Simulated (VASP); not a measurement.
Write the native input for VASP 6.6.1 that does the following.

| Property | Result |
| --- | --- |
| Task | relaxation of cell and atoms |
| Functional | PBEsol |
| Potentials or basis | VASP PAW PBE potentials, release 64 (Br, Sc_sv) |
| Cutoff | 500 eV |
| k mesh | 5 × 5 × 5 |
| Occupations | gaussian, width 0.0356 eV |
| Spin | no spin polarisation |
| Dipole correction | no |
| Further INCAR settings | ALGO = Normal; EDIFF = 1e-07; IBRION = 2; EDIFFG = -0.01; NSW = 60; ISIF = 3 |

The structure of ScBr lies in POSCAR:

```
ScBr
1.0
    0.0000000000      2.8939240000      2.8939240000
    2.8939240000      0.0000000000      2.8939240000
    2.8939240000      2.8939240000      0.0000000000
Br Sc
1 1
Direct
    0.5000000000      0.5000000000      0.5000000000
    0.0000000000      0.0000000000      0.0000000000
```

The input as run:

INCAR

```
  ALGO = Normal
  EDIFF = 1E-7
  EDIFFG = -0.01
  ENCUT = 500
  GGA = PS
  GGA_COMPAT = F
  IBRION = 2
  ISIF = 3
  ISMEAR = 0
  LASPH = T
  LCHARG = F
  LREAL = F
  LWAVE = F
  NELM = 120
  NELMIN = 4
  NSW = 60
  PREC = Accurate
  SIGMA = 0.0356
```

KPOINTS

```
k-points
0
Gamma
  5 5 5
```

Potentials or basis: VASP PAW PBE potentials, release 64 (Br, Sc_sv).

Run with:

```bash
$ cat potpaw_PBE.64/Br/POTCAR potpaw_PBE.64/Sc_sv/POTCAR > POTCAR
$ mpirun -np 1 vasp_std > vasp.out
```

It gave:

| Quantity | Value |
| --- | --- |
| Relaxed volume | 20.73 Å³/atom |
| Relaxed cell | a = 3.885 Å, b = 3.885 Å, c = 3.885 Å, α = 60.00°, β = 60.00°, γ = 60.00° |
| Space group after relaxing (to 0.1 Å) | Fm-3m (No. 225) |
| Energy gained by relaxing | 88.1 meV/atom |
| Ionic steps | 3 |
| Pressure after relaxing | 0.0 GPa |

Caveat: the k points lie up to 0.40 Å⁻¹ apart in the final cell; the highest band is partly filled, so the run has too few bands; the PAW data sets were made with another functional, which shifts forces and pressure a little.

Run time: 25 s on 1 thread of AMD EPYC 7R43 64-Core Processor (Zen 3), on a shared host, peak memory 0.13 GiB.
